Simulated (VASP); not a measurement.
A run of VASP 6.6.1 is set up as follows.

Contents of INCAR:

```
  ALGO = Normal
  EDIFF = 1E-6
  ENCUT = 520
  GGA = PS
  ISIF = 2
  ISMEAR = 0
  LASPH = T
  LCHARG = F
  LREAL = F
  LWAVE = F
  NBANDS = 14
  NELM = 100
  PREC = Accurate
  SIGMA = 0.1
```

The input KPOINTS:

```
k-points
0
Gamma
  13 13 7
```

Contents of POSCAR:

```
Re
1.0
    2.7565100114      0.0000000000      0.0000000000
   -1.3782550057      2.3872076956      0.0000000000
    0.0000000000      0.0000000000      4.4444758654
Re
2
Direct
    0.3333333333      0.6666666667      0.2500000000
    0.6666666667      0.3333333333      0.7500000000
```

Potentials or basis: VASP PAW PBE potentials, release 64 (Re).

Launch:

```sh
$ cat potpaw_PBE.64/Re/POTCAR > POTCAR
$ mpirun -np 1 vasp_std > vasp.out
```

What does it give for the pressure?

-2.0 GPa.

Predict the band gap on the k mesh.

zero (bands 7 and 8 overlap by 2.81 eV).

Stress tensor (GPa, compression positive):
```
-1.97  0.00  0.00
 0.00 -1.97  0.00
 0.00  0.00 -2.10
```

Caveat: the PAW data sets were made with another functional, which shifts forces and pressure a little; spin-orbit coupling is left out, which moves the levels of the heavy elements.
